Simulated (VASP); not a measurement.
**Al: single point with PBE**

The system is Al.

```xyz
1
Lattice="0.0000 1.8710 1.8710 1.8710 0.0000 1.8710 1.8710 1.8710 0.0000" Properties=species:S:1:pos:R:3 pbc="T T T"
Al    0.0000    0.0000    0.0000
```

| Property | Result |
| --- | --- |
| Program | VASP 6.6.1 |
| Task | single point |
| Functional | PBE |
| Potentials or basis | VASP PAW PBE potentials, release 64 (Al) |
| Cutoff | 520 eV |
| k mesh | 18 × 18 × 18 |
| Occupations | fermi-dirac, width 0.08 eV |
| Spin | no spin polarisation |

```
Pressure : 30.0 GPa
```

Levels at points of the mesh, in eV from the Fermi level:
```
           k point  band 1  band 2  band 3  band 4  band 5
(0.00, 0.00, 0.00)  -12.81   13.99   13.99   13.99   17.41
(0.50, 0.00, 0.00)   -5.54   -4.71   12.60   12.60   14.15
(0.50, 0.50, 0.00)   -3.47   -1.73    5.30    6.82    6.82
```

Wall time 22 s on 1 thread of Intel Xeon 6975P-C, on a shared host, peak memory 0.13 GiB.
